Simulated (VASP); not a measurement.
# Al47CuN48 (a cell with a defect) in VASP: further runs, part 2 of 3

VASP 6.6.1.

## Step 3: Single point, PBE

Contents of INCAR:

```
ALGO = Normal ; EDIFF = 1E-6
ENCUT = 520 ; GGA = PE
GGA_COMPAT = False ; ISIF = 2
ISMEAR = -1 ; ISYM = -1
LASPH = True ; LCHARG = True
LELF = True ; LREAL = Auto
LVHAR = True ; LWAVE = False
NBANDS = 250 ; NELM = 120
PREC = Accurate ; SIGMA = 0.01
```

Contents of KPOINTS:

```
explicit points
1
Reciprocal
  0.25000000   0.25000000   0.25000000 1
```

Contents of POSCAR:

```
Al47CuN48
1.0
    9.3892708192      5.4208981505      0.0000000000
   -9.3892709192      5.4208979772      0.0000000000
    0.0000000000      0.0000000000     10.0348065929
Al N Cu
47 48 1
Direct
   -0.0000865740      0.1661881659      0.2496139162
    0.1668096503     -0.0001422793      0.2499422457
    0.3328421171      0.3327970062      0.2492110815
   -0.0013318696      0.3313574647      0.5000162577
    0.1649963675      0.1647382035      0.5000371618
    0.3335880314      0.0003460325      0.4997433914
    0.0002038621      0.1665064700      0.7498144350
    0.1671630740     -0.0002592224      0.7499403881
    0.3337670897      0.3318772785      0.7486928582
    0.0000273519      0.3328922182      0.9992676285
    0.1665388039      0.1662336504      0.9992810279
    0.3337092628      0.0000706068      1.0001056836
    0.0004960351      0.6664928500      0.2499559431
    0.1666428686      0.4992110539      0.2491847420
    0.3336837817      0.8333285915      0.2499891607
    0.0007495776      0.8330691113      0.5001735087
    0.1676723358      0.6672504040      0.5002126353
    0.0002973251      0.6666957434      0.7499401961
    0.1656343470      0.5000553229      0.7486284734
    0.3338806505      0.8336127521      0.7500535984
    0.0004748966      0.8332614954      1.0000129892
    0.1671376528      0.6668346954      0.9995651613
    0.3340154883      0.5003055233      0.9987951140
    0.5002560550      0.1667327244      0.2500309883
    0.6668630613      0.0000031383      0.2501387944
    0.8336617654      0.3331176761      0.2498771836
    0.5009235954      0.3337930055      0.5002279034
    0.6669485817      0.1670641638      0.5001569794
    0.8329934943     -0.0007041859      0.4996734956
    0.5004634618      0.1665421310      0.7499465763
    0.6675962074      0.0007913059      0.7501774348
    0.8335184669      0.3334461354      0.7499232851
    0.5005655534      0.3333626164      0.9995967253
    0.6670352738      0.1667591690      1.0000185911
    0.8335543988     -0.0001611831      1.0001449720
    0.5003970908      0.6667470960      0.2503202742
    0.6670511586      0.4999478217      0.2500293675
    0.8337276340      0.8331311425      0.2501436016
    0.5011337581      0.8354338457      0.5007314570
    0.6689967024      0.6673909069      0.5007436275
    0.8340694997      0.4998453067      0.4997087497
    0.5030258029      0.6693273656      0.7493037838
    0.6673389522      0.5001534808      0.7500222047
    0.8344803123      0.8338647853      0.7501885525
    0.5004749857      0.8337097134      0.9998118479
    0.6674164932      0.6667524321      0.9998334780
    0.8338437783      0.4999859603      1.0000927599
   -0.0006956734      0.1655546135      0.4402877356
    0.1664403652     -0.0012741852      0.4405066940
    0.3317360406      0.3235787028      0.4382435620
   -0.0001769102      0.3325067012      0.1896099365
    0.1661817793      0.1660107832      0.1895846247
    0.3335710851      0.0000061859      0.1906980989
    0.0000738028      0.1663623200      0.9402827888
    0.1671371699     -0.0001201354      0.9404872350
    0.3336828966      0.3332217905      0.9401163898
   -0.0002412537      0.3328029615      0.6906517763
    0.1665176893      0.1660118283      0.6906811916
    0.3337841052      0.0001208493      0.6905682491
    0.0003741156      0.6667516862      0.4406057958
    0.1576905537      0.4981962491      0.4382399143
    0.3339751660      0.8337705841      0.4406935734
    0.0002764124      0.8330162362      0.1904531165
    0.1671455110      0.6666106663      0.1901898893
    0.3337563380      0.4999799615      0.1901060967
    0.0003882540      0.6666178584      0.9405807604
    0.1669848494      0.4999586838      0.9400801825
    0.3337777949      0.8335254735      0.9406828837
    0.0006141484      0.8333001961      0.6908632538
    0.1670929957      0.6671326235      0.6906977664
    0.3351538876      0.5014137193      0.6978622138
    0.5005852688      0.1666214654      0.4406613358
    0.6676421902      0.0016984267      0.4406644160
    0.8326183811      0.3327989824      0.4404705528
    0.5003327669      0.3333882767      0.1902278602
    0.6667974408      0.1665950125      0.1904575730
    0.8332086289     -0.0005332060      0.1906836618
    0.5003556818      0.1666424160      0.9405922367
    0.6672501472      0.0002880633      0.9407538748
    0.8336185822      0.3334113288      0.9404870370
    0.5008256509      0.3333366999      0.6907341990
    0.6670765112      0.1669361219      0.6908493253
    0.8336069271     -0.0001160148      0.6905687910
    0.5107228474      0.6771799768      0.4398879980
    0.6674249016      0.5002151398      0.4407315191
    0.8353666394      0.8338507677      0.4406908170
    0.5001400889      0.8333970219      0.1903804576
    0.6670782647      0.6664167247      0.1904404512
    0.8337115299      0.4998315322      0.1906810543
    0.5010230944      0.6672960234      0.9406191338
    0.6672661134      0.5000596083      0.9406975884
    0.8340254291      0.8335393035      0.9407731794
    0.5009191143      0.8346151276      0.6911856346
    0.6682989086      0.6671886289      0.6912037882
    0.8338386574      0.5000551069      0.6905544188
    0.3358741511      0.5015518257      0.4980411367
```

Potentials or basis: VASP PAW PBE potentials, release 64 (Al, N, Cu).

On the command line:

```console
$ cat potpaw_PBE.64/Al/POTCAR potpaw_PBE.64/N/POTCAR potpaw_PBE.64/Cu/POTCAR > POTCAR
$ mpirun -np 1 vasp_std > vasp.out
```

OUTCAR:

```text
EDIFF = 1E-6
   ENCUT = 520
   GGA = PE
   ISIF = 2
   ISMEAR = -1
   ISYM = -1
   LASPH = True
   LREAL = Auto
   NELM = 120
   PREC = Accurate

 ion  position               nearest neighbor table
   1  1.000  0.166  0.250-  51 1.90  52 1.90  77 1.90  48 1.91  35 3.09   4 3.09   5 3.09  29 3.09
                            11 3.09  10 3.09   3 3.13  14 3.13  25 3.13  38 3.13  26 3.13   2 3.13
   2  0.167  1.000  0.250-  53 1.90  63 1.90  52 1.90  49 1.91   5 3.09   6 3.09  21 3.09  12 3.09
                            16 3.09  11 3.10   3 3.13  38 3.13   1 3.13  13 3.13  15 3.13  24 3.13
   3  0.333  0.333  0.249-  50 1.90  65 1.90  52 1.90  75 1.91  11 3.09  33 3.09  23 3.10  27 3.11
                             5 3.11  14 3.12   1 3.13   2 3.13  24 3.13  36 3.14  37 3.14
   4  0.999  0.331  0.500-  61 1.87  48 1.90  74 1.90  57 1.91   7 3.08  19 3.09  26 3.09  32 3.09
                             1 3.09  14 3.11  28 3.11  29 3.12   5 3.13  41 3.13  17 3.15
   5  0.165  0.165  0.500-  50 1.87  48 1.90  49 1.90  58 1.91   7 3.08   2 3.09   8 3.09   9 3.09
                             1 3.09   3 3.11  16 3.11  29 3.12   4 3.13   6 3.13  27 3.15
   6  0.334  0.000  0.500-  49 1.90  72 1.90  62 1.90  59 1.91  24 3.09   2 3.09   8 3.09  15 3.09
                            30 3.09  20 3.10  39 3.12  16 3.13   5 3.13  17 3.13  28 3.13  27 3.13
   7  0.000  0.167  0.750-  57 1.90  58 1.90  83 1.90  54 1.91   4 3.08   5 3.08  10 3.09  11 3.09
                            35 3.09  29 3.10  31 3.12  44 3.12  19 3.13   9 3.13  32 3.13   8 3.13
   8  0.167  1.000  0.750-  69 1.90  59 1.90  58 1.90  55 1.91  11 3.09   5 3.09  16 3.09   6 3.09
                            12 3.09  21 3.09   9 3.12  44 3.12  20 3.13  18 3.13  30 3.13   7 3.13
   9  0.334  0.332  0.749-  81 1.89  58 1.90  71 1.90  56 1.92  27 3.08   5 3.09  11 3.10  33 3.10
[... 123 lines left out ...]
  94  0.668  0.667  0.691-  42 1.90  44 1.90  43 1.90  40 1.91
  95  0.834  0.500  0.691-  32 1.90  18 1.90  43 1.90  41 1.92
  96  0.336  0.502  0.498-  84 1.99  50 2.00  71 2.01  61 2.01  36 3.06

IMPORTANT INFORMATION: All symmetrisations will be switched off!
NOSYMM: (Re-)initialisation of all symmetry stuff for point group C_1.

----------------------------------------------------------------------------------------

                                     Primitive cell

  volume of cell :    1021.5088

  direct lattice vectors                    reciprocal lattice vectors
[... 268 lines left out ...]
 NGX is ok and might be reduce to    80
   NGX = 41   NGY = 41   NGZ = 37

 number of electron     391.9999911 magnetization

 Free energy of the ion-electron system (eV)
  ---------------------------------------------------
  ext. energy  EPLUGINS =         0.00000000
  ---------------------------------------------------
  free energy    TOTEN  =      -708.40001777 eV

  energy without entropy =     -708.36740041  energy(sigma->0) =     -708.38370909

 E-fermi :   6.4620     XC(G=0): -10.8468

 val. band max:        6.4561493879   @ k =   0.2500   0.2500   0.2500
 cond. band min:       6.4642106047   @ k =   0.2500   0.2500   0.2500
 fundamental gap:      0.0080612168
 Fermi energy:         6.4619587348

 k-point     1 :       0.2500    0.2500    0.2500
  band No.  band energies     occupation
      1      -8.8962      2.00000
      2      -8.6632      2.00000
      3      -8.6388      2.00000
      4      -8.4575      2.00000
      5      -8.2461      2.00000
      6      -8.2177      2.00000
[... 200 lines left out ...]
    207      11.6415      0.00000
    208      11.6972      0.00000
 [bands above 208 left out]

------------------------ aborting loop because EDIFF is reached ----------------------------------------

  FORCE on cell =-STRESS in cart. coord.  units (eV):
  Direction    XX          YY          ZZ          XY          YZ          ZX
  --------------------------------------------------------------------------------------
  -------------------------------------------------------------------------------------
  Total        1.7752183      3.5784314      0.9521184     -0.1169631      0.7554180      0.0435495
  in kB        2.7843271      5.6125622      1.4933425     -0.1834499      1.1848294      0.0683049
  external PRESSURE =       3.2967439 kB  Pullay stress =       0.0000000 kB

 VOLUME and BASIS-vectors are now :
 -----------------------------------------------------------------------------
  energy-cutoff  :      520.00
  volume of cell :     1021.51
      direct lattice vectors                 reciprocal lattice vectors
     9.389270819  5.420898151  0.000000000     0.053252270  0.092235640  0.000000000
    -9.389270919  5.420897977  0.000000000    -0.053252272  0.092235639  0.000000000
     0.000000000  0.000000000 10.034806593     0.000000000  0.000000000  0.099653141

 POSITION                                       TOTAL-FORCE (eV/Angst)
 -----------------------------------------------------------------------------------
      7.82807      6.32132      2.50483         0.001864      0.001023      0.003789
     -7.82171      6.32438      2.50812         0.002202      0.001343     -0.005316
      0.00042      3.60836      2.50079         0.002965      0.001489      0.008714
      6.26556      7.20993      5.01757         0.001513      0.015376     -0.004906
      0.00242      1.78746      5.01778         0.003389      0.012546     -0.002858
      3.12890      1.81022      5.01483         0.003567     -0.002080     -0.001912
[... 88 lines left out ...]
      3.13398      7.23090      6.92958         0.002956      0.001358     -0.003227
     -1.55559      4.53960      4.99775        -0.019080      0.012986     -0.004946
 -----------------------------------------------------------------------------------
    total drift:                               -0.020698     -0.012785      0.088914

  FREE ENERGIE OF THE ION-ELECTRON SYSTEM (eV)
  ---------------------------------------------------
  free  energy   TOTEN  =      -708.4000177688 eV

  energy  without entropy=     -708.3674004129  energy(sigma->0) =     -708.38370909
```

Wall time 37 min (1 thread of Intel Xeon Platinum 8259CL at 2.50GHz (Skylake/Cascade Lake), shared host); peak memory 1.2 GiB.

What came out:

```yaml
Free_energy: -708.4000 eV
Pressure: 0.3 GPa
Largest_force: 0.057 eV/Å
```

Forces on the atoms (eV/Å):
```
Al   0.002  0.001  0.004
Al   0.002  0.001 -0.005
Al   0.003  0.001  0.009
Al   0.002  0.015 -0.005
Al   0.003  0.013 -0.003
Al   0.004 -0.002 -0.002
Al   0.006 -0.001  0.000
Al  -0.006  0.001  0.004
Al   0.002 -0.008 -0.007
Al   0.002 -0.006  0.000
Al   0.005  0.005 -0.004
Al  -0.009  0.005  0.002
Al  -0.003  0.000  0.004
Al   0.000  0.000  0.015
Al  -0.003 -0.002  0.006
Al  -0.001 -0.004  0.004
Al   0.014 -0.002 -0.006
Al  -0.003  0.001  0.001
Al  -0.004 -0.006 -0.011
Al   0.000 -0.001 -0.005
Al  -0.002  0.002  0.001
Al  -0.005 -0.005  0.004
Al   0.011 -0.003  0.012
Al  -0.003  0.003 -0.003
Al  -0.002  0.003 -0.002
Al  -0.005  0.000  0.003
Al  -0.016 -0.002 -0.002
Al  -0.004 -0.002  0.004
Al   0.007  0.002  0.006
Al  -0.008  0.002  0.004
Al   0.003  0.001  0.003
Al   0.000 -0.001  0.004
Al  -0.002 -0.002  0.002
Al  -0.005 -0.001  0.002
Al   0.001 -0.002  0.001
Al   0.003 -0.010 -0.004
Al  -0.002 -0.005  0.002
Al   0.003 -0.001 -0.001
Al   0.002 -0.003 -0.001
Al   0.005 -0.004  0.001
Al  -0.005 -0.001  0.002
Al   0.000 -0.001 -0.001
Al  -0.002 -0.003  0.002
Al   0.003  0.004  0.002
Al   0.001  0.003  0.004
Al   0.003  0.004  0.005
Al  -0.002 -0.002  0.002
N   -0.001 -0.005  0.000
N    0.001 -0.003 -0.001
N    0.048 -0.030 -0.003
N   -0.002  0.000 -0.009
N    0.001  0.000 -0.002
N    0.001 -0.003  0.000
N   -0.002  0.001  0.000
N    0.002 -0.001  0.000
N   -0.004 -0.001  0.002
N   -0.002  0.001  0.002
N    0.001 -0.003  0.001
N    0.002  0.001 -0.002
N   -0.004  0.002  0.000
N   -0.037 -0.022 -0.012
N   -0.005  0.001  0.000
N    0.002  0.002  0.002
N    0.000  0.002 -0.007
N   -0.004  0.005 -0.007
N    0.004  0.000 -0.002
N   -0.001  0.001 -0.003
N    0.003 -0.001 -0.001
N    0.001  0.001 -0.005
N   -0.001  0.000  0.003
N    0.013  0.010  0.025
N    0.003 -0.002 -0.002
N   -0.005  0.002  0.000
N    0.001 -0.004 -0.001
N    0.000 -0.001  0.000
N    0.002 -0.002  0.002
N   -0.003 -0.002 -0.002
N    0.002 -0.001 -0.003
N    0.001  0.001 -0.001
N    0.002  0.004 -0.001
N    0.006  0.002 -0.002
N    0.004  0.000 -0.006
N   -0.002 -0.003 -0.006
N   -0.001  0.035  0.001
N    0.003  0.000  0.000
N    0.000  0.002 -0.001
N    0.003  0.001 -0.003
N   -0.004  0.000 -0.002
N    0.001  0.001  0.000
N   -0.003  0.002 -0.002
N   -0.001 -0.002 -0.001
N   -0.001 -0.003 -0.002
N   -0.004  0.003  0.003
N    0.003  0.003  0.000
N    0.003  0.001 -0.003
Cu  -0.019  0.013 -0.005
```

Stress tensor (GPa, compression positive):
```
 0.28 -0.02  0.01
-0.02  0.56  0.12
 0.01  0.12  0.15
```

(Part 2 of 3 ends here.)
